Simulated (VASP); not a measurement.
Set up this calculation in VASP 6.6.1, as the native input.

```yaml
Task: single point
Functional: PBE
Potentials_or_basis: VASP PAW PBE potentials, release 64 (Si, Li_sv)
Cutoff: 520 eV
k_mesh: 2 × 2 × 2
Occupations: fermi-dirac, width 0.02 eV
Spin: collinear spin, zero start
Starting_moments: "[0.0, 0.0, 0.0, 0.0, 0.0, 0.0, 0.0, 0.0, 0.0, 0.0, 0.0, 0.0, 0.0, 0.0, 0.0, 0.0, 0.0] μB"
Dipole_correction: no
Further_INCAR_settings: LREAL = Auto; ALGO = Normal; EDIFF = 1e-07; NBANDS = 52
```

The structure of LiSi16 (a cell with a defect) lies in POSCAR:

```
LiSi16
1.0
    0.0000000000      5.4300000000      5.4300000000
    5.4300000000      0.0000000000      5.4300000000
    5.4300000000      5.4300000000      0.0000000000
Si Li
16 1
Direct
    0.0922467772      0.0085451197     -0.0531860037
    0.1726703499      0.1952486188      0.0419152855
    0.0377900552      0.0543278085      0.4420073665
    0.1775046041      0.1537292818      0.5804143646
   -0.0108379374      0.5239686924      0.0203406998
    0.1250368324      0.6432688766      0.1574309392
   -0.0317127072      0.5194475138      0.5465009208
    0.1167311234      0.6313720074      0.6491068140
    0.5359392265      0.0187200737     -0.0287753223
    0.7310405157      0.1182596685      0.0303775322
    0.5456077348      0.0380570902      0.3989779006
    0.6360313076      0.1292541436      0.5763627993
    0.5289042357      0.4718876611      0.0162338858
    0.6150276243      0.6218416206      0.1462983425
    0.4715561694      0.5199539595      0.5145948435
    0.6029558011      0.6492173112      0.6271362799
    0.8553775322      0.9944383057      0.3121178637
```

These files were run (other wordings do the same):

INCAR

```
SYSTEM = LiSi16
  PREC = Accurate
  ENCUT = 520
  EDIFF = 1E-7
  ISMEAR = -1
  SIGMA = 0.02
  LREAL = Auto
  LASPH = .True.
  NELM = 150
  ALGO = Normal
  ISIF = 2
  LWAVE = .False.
  LCHARG = .False.
  ISPIN = 2
  MAGMOM = 0 0 0 0 0 0 0 0 0 0 0 0 0 0 0 0 0
  LORBIT = 11
  GGA = PE
  NBANDS = 52
```

KPOINTS

```
Automatic mesh
0
Gamma
  2 2 2
  0 0 0
```

Potentials or basis: VASP PAW PBE potentials, release 64 (Si, Li_sv).

The run is started by

```console
$ cat potpaw_PBE.64/Si/POTCAR potpaw_PBE.64/Li_sv/POTCAR > POTCAR
$ mpirun -np 1 vasp_std > vasp.out
```

Results of the run:

```yaml
Largest_force: 3.550 eV/Å
Net_moment: 0.00 μB per cell
Valence_electrons_inside_the_program's_atomic_spheres: Si 1.72, 1.62, 1.66, 1.69, 1.65, 1.73, 1.64, 1.67, 1.70 (each value once); Li 2.19
```

Caveat: the k points lie up to 0.50 Å⁻¹ apart; no moment was typed at the start, so none could form.

Wall time 5.8 min on 1 thread of AMD EPYC 9R45 96-Core Processor (Zen 5) (shared host), peak memory 0.68 GiB.
